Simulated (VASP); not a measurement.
# ZnO (P6_3mc) in VASP: relaxation of cell and atoms with r2SCAN

Aim: the relaxation of cell and atoms of ZnO with r2SCAN.

Program: VASP 6.6.1. These are calculated values, not measurements. Logs are shortened: lines on timing, memory, paths and dates and some standing lists are left out, and cuts for length are marked.

## Step 1: The cell of the first run

It takes space group P6_3mc (No. 186, hexagonal). The conventional cell has a = 3.235 Å, b = 3.235 Å, c = 5.211 Å, α = 90.00°, β = 90.00°, γ = 120.00°. Within 2.6 Å of Zn (site symmetry 3m) lie 4 O at 1.97 to 1.98 Å. Within 2.6 Å of O (site symmetry 3m) lie 4 Zn at 1.97 to 1.98 Å.

## Step 2: Relaxation of cell and atoms, r2SCAN, target pressure 15 GPa, at which the enthalpy is minimised

Input file POSCAR:

```
ZnO
1.0
    3.2351954566      0.0000000000      0.0000000000
   -1.6175977283      2.8017614516      0.0000000000
    0.0000000000      0.0000000000      5.2114259597
Zn O
2 2
Direct
    0.3333333333      0.6666666667      0.4996928418
    0.6666666667      0.3333333333     -0.0003071582
    0.6666666667      0.3333333333      0.3793171582
    0.3333333333      0.6666666667      0.8793171582
```

Input file INCAR.step1:

```
ALGO     = Normal         # electronic algorithm
EDIFF    = 1E-4           # SCF threshold, eV
ENCUT    = 600            # plane-wave cutoff, eV
GGA      = PE             # functional
ISMEAR   = 0              # smearing method
LASPH    = T              # aspherical terms in the spheres
LCHARG   = F              # write CHGCAR
LREAL    = F              # projectors in reciprocal space
LWAVE    = T              # write WAVECAR
NELM     = 80             # most SCF steps
PREC     = Accurate       # precision mode
SIGMA    = 0.01           # smearing width, eV
```

Input file INCAR.step2:

```
ALGO     = Normal         # electronic algorithm
EDIFF    = 1E-6           # SCF threshold, eV
EDIFFG   = -0.002         # ionic threshold
ENCUT    = 600            # plane-wave cutoff, eV
IBRION   = 2              # ionic algorithm
ISIF     = 3              # what is computed and relaxed
ISMEAR   = 0              # smearing method
ISTART   = 1            
LASPH    = T              # aspherical terms in the spheres
LCHARG   = F              # write CHGCAR
LMIXTAU  = T            
LREAL    = F              # projectors in reciprocal space
LWAVE    = F              # write WAVECAR
METAGGA  = R2SCAN         # meta-GGA
NELM     = 80             # most SCF steps
NSW      = 100            # ionic steps
PREC     = Accurate       # precision mode
PSTRESS  = 150.0        
SIGMA    = 0.01           # smearing width, eV
```

Input file KPOINTS:

```
k-points
0
Gamma
  8 8 4
```

Potentials or basis: VASP PAW PBE potentials, release 64 (Zn, O).

Started as:

```
$ cat potpaw_PBE.64/Zn/POTCAR potpaw_PBE.64/O/POTCAR > POTCAR
$ cp INCAR.step1 INCAR
$ mpirun -np 1 vasp_std > vasp.out
$ cp INCAR.step2 INCAR
$ mpirun -np 1 vasp_std > vasp.out
```

OUTCAR:

```text
EDIFF = 1E-6
   EDIFFG = -0.002
   ENCUT = 600
   IBRION = 2
   ISIF = 3
   ISMEAR = 0
   ISTART = 1
   LASPH = T
   LREAL = F
   METAGGA = R2SCAN
   NELM = 80
   NSW = 100
   PREC = Accurate
   PSTRESS = 150.0

 ion  position               nearest neighbor table
   1  0.333  0.667  0.500-   3 1.97   3 1.97   3 1.97   4 1.98
   2  0.667  0.333  1.000-   4 1.97   4 1.97   4 1.97   3 1.98
   3  0.667  0.333  0.379-   1 1.97   1 1.97   1 1.97   2 1.98
   4  0.333  0.667  0.879-   2 1.97   2 1.97   2 1.97   1 1.98

  LATTYP: Found a hexagonal cell.
 ALAT       =     3.2351954566
 C/A-ratio  =     1.6108535109

  Lattice vectors:

 A1 = (   3.2351954566,   0.0000000000,   0.0000000000)
 A2 = (  -1.6175977283,   2.8017614516,   0.0000000000)
 A3 = (   0.0000000000,   0.0000000000,   5.2114259597)

Analysis of symmetry for initial positions (statically):
=====================================================================
 Subroutine PRICEL returns:
 Original cell was already a primitive cell.

 Routine SETGRP: Setting up the symmetry group for a
 hexagonal supercell.

 Subroutine GETGRP returns: Found 12 space group operations
 (whereof  6 operations were pure point group operations)
 out of a pool of 24 trial point group operations.

The static configuration has the point symmetry C_3v.
 The point group associated with its full space group is C_6v.

Analysis of symmetry for dynamics (positions and initial velocities):
=====================================================================
 Subroutine PRICEL returns:
 Original cell was already a primitive cell.

 Routine SETGRP: Setting up the symmetry group for a
 hexagonal supercell.

 Subroutine GETGRP returns: Found 12 space group operations
 (whereof  6 operations were pure point group operations)
 out of a pool of 24 trial point group operations.

The dynamic configuration has the point symmetry C_3v.
 The point group associated with its full space group is C_6v.

 Subroutine INISYM returns: Found 12 space group operations
 (whereof  6 operations are pure point group operations),
 and found     1 'primitive' translations

----------------------------------------------------------------------------------------

                                     Primitive cell

  volume of cell :      47.2376

  direct lattice vectors                    reciprocal lattice vectors
     3.235195457  0.000000000  0.000000000     0.309100335  0.178459162  0.000000000
[... 107 lines left out ...]
   IALGO  =     38    algorithm
   IMIX   =      4    mixing-type and parameters
     AMIX     =   0.40;   BMIX     =  1.00
     AMIX_MAG =   1.60;   BMIX_MAG =  1.00
  volume/ion in A,a.u.               =      11.81        79.69
  Fermi-wavevector in a.u.,A,eV,Ry     =   1.495362  2.825824 30.424077  2.236107
  Thomas-Fermi vector in A             =   2.607516
   LORBIT       =      0    0 simple, 1 ext, 2 COOP (PROOUT), +10 PAW based schemes
   METAGGA = R2SCAN    functional components
   LHFCALC =     F    Hartree Fock is set to
   AEXX    =    0.0000 exact exchange contribution
   IVDW    =     0    specifies the selected vdW correction
   LEPSILON=     F    determine dielectric tensor
   LRPA    =     F    only Hartree local field effects (RPA)
 conjugate gradient relaxation of ions
 non-spin polarized calculation
 Gauss-broadening in eV      SIGMA  =   0.01
  energy-cutoff  :      600.00
  volume of cell :       47.24
 maximum number of plane-waves:      1595
 NGX is ok and might be reduce to    28
   NGX = 13   NGY = 13   NGZ = 21

--------------------------------------- Ionic step        1  -------------------------------------------

 number of electron      36.0000007 magnetization

 Free energy of the ion-electron system (eV)
  ---------------------------------------------------
  ext. energy  EPLUGINS =         0.00000000
  ---------------------------------------------------
  free energy    TOTEN  =       -36.32282314 eV

  energy without entropy =      -36.32282314  energy(sigma->0) =      -36.32282314

------------------------ aborting loop because EDIFF is reached ----------------------------------------

  FORCE on cell =-STRESS in cart. coord.  units (eV):
  Direction    XX          YY          ZZ          XY          YZ          ZX
  --------------------------------------------------------------------------------------
  -------------------------------------------------------------------------------------
  Total        0.2169435      0.2169435      0.1929523      0.0000000      0.0000000      0.0000000
  in kB        7.3581562      7.3581562      6.5444383      0.0000000      0.0000000      0.0000000
  external PRESSURE =    -142.9130831 kB  Pullay stress =     150.0000000 kB
[... 103 lines left out ...]
  energy  without entropy=      -36.1655111002  energy(sigma->0) =      -36.16551110

  enthalpy is  TOTEN    =       -32.0726826768 eV   P V=        4.0928284234

[... ionic steps 4 to 8 ...]

--------------------------------------- Ionic step        9  -------------------------------------------

 number of electron      35.9999988 magnetization

------------------------ aborting loop because EDIFF is reached ----------------------------------------
[... 75 lines left out ...]
--------------------------------------- Ionic step       11  -------------------------------------------

 number of electron      35.9999988 magnetization

 Free energy of the ion-electron system (eV)
  ---------------------------------------------------
  ext. energy  EPLUGINS =         0.00000000
  ---------------------------------------------------
  free energy    TOTEN  =       -36.16419372 eV

  energy without entropy =      -36.16419372  energy(sigma->0) =      -36.16419372

 E-fermi :   1.7206     XC(G=0): -12.1688

 val. band max:        1.6763244440   @ k =   0.0000   0.0000   0.0000
 cond. band min:       3.0306209978   @ k =   0.0000   0.0000   0.0000
 fundamental gap:      1.3542965538
 Fermi energy:         1.7205617780

 k-point     1 :       0.0000    0.0000    0.0000
  band No.  band energies     occupation
      1     -18.1595      2.00000
      2     -17.3400      2.00000
      3      -4.7462      2.00000
      4      -4.6254      2.00000
      5      -4.6254      2.00000
      6      -4.5580      2.00000
[... 589 lines left out ...]
     21      11.5462      0.00000
     22      11.5462      0.00000

 [... further k-points ...]

------------------------ aborting loop because EDIFF is reached ----------------------------------------

  FORCE on cell =-STRESS in cart. coord.  units (eV):
  Direction    XX          YY          ZZ          XY          YZ          ZX
  --------------------------------------------------------------------------------------
  -------------------------------------------------------------------------------------
  Total        4.0914198      4.0914198      4.0875013     -0.0000000      0.0000000      0.0000000
  in kB      149.9972405    149.9972405    149.8535835     -0.0000000      0.0000000      0.0000000
  external PRESSURE =      -0.0506452 kB  Pullay stress =     150.0000000 kB
[... 23 lines left out ...]
  energy  without entropy=      -36.1641937169  energy(sigma->0) =      -36.16419372

  enthalpy is  TOTEN    =       -32.0726986319 eV   P V=        4.0914950850

 reached required accuracy - stopping structural energy minimisation
```

Wall time 7.6 min (1 thread of Intel Xeon 6975P-C (Granite Rapids), shared host); peak memory 0.21 GiB.

Results:

```yaml
Free_energy: -36.1642 eV
Relaxed_volume: 10.93 Å³/atom
Relaxed_cell: a = 3.153 Å, b = 3.153 Å, c = 5.077 Å, α = 90.00°, β = 90.00°, γ = 120.00°
Space_group_after_relaxing_to_0.1_Å: P6_3mc (No. 186)
Energy_change_on_relaxing_the_run_minimises_the_enthalpy: +39.7 meV/atom
Ionic_steps: 11
Pressure_after_relaxing: 15.0 GPa
Band_gap_on_the_k_mesh: 1.35 eV
```

Step by step:
```
step  energy change (eV)  largest force (eV/Å)  pressure (GPa)  volume (Å³)
   1              0.0000                0.0077            0.71        47.24
   2              0.6602                0.0101           35.03        40.40
   3              0.1573                0.0000           14.86        43.72
   4              0.1637                0.0001           15.18        43.65
   5              0.1570                0.0025           14.98        43.72
   6              0.1577                0.0023           15.00        43.71
   7              0.1576                0.0024           14.92        43.71
   8              0.1604                0.0002           15.05        43.68
   9              0.1601                0.0006           15.06        43.69
  10              0.1591                0.0017           15.02        43.70
  11              0.1586                0.0018           14.99        43.70
```

Final structure:
```
CELL_PARAMETERS angstrom
3.15270 0.00000 0.00000
-1.57635 2.73032 0.00000
0.00000 0.00000 5.07698
ATOMIC_POSITIONS crystal
Zn 0.33333 0.66667 0.49972
Zn 0.66667 0.33333 0.99972
O 0.66667 0.33333 0.37929
O 0.33333 0.66667 0.87929
```

Levels at points of the mesh, in eV from the valence-band top:
| k point | band 15 | band 16 | band 17 | band 18 | band 19 | band 20 | band 21 | band 22 |
| --- | --- | --- | --- | --- | --- | --- | --- | --- |
| (0.00, 0.00, 0.00) | -0.91 | -0.12 | 0.00 | 0.00 | 1.35 | 6.17 | 9.11 | 14.13 |
| (0.50, 0.00, 0.00) | -3.10 | -2.61 | -1.44 | -0.98 | 6.78 | 7.47 | 8.18 | 9.86 |
| (0.00, 0.00, 0.50) | -0.45 | -0.45 | -0.45 | -0.45 | 4.13 | 4.13 | 11.16 | 11.16 |
| (0.50, 0.00, 0.50) | -1.73 | -1.73 | -1.56 | -1.56 | 6.38 | 6.38 | 9.66 | 9.66 |

Caveat: the cell is relaxed towards a set pressure, so the run minimises the enthalpy, not the energy; the PAW data sets were made with another functional, which shifts forces and pressure a little.
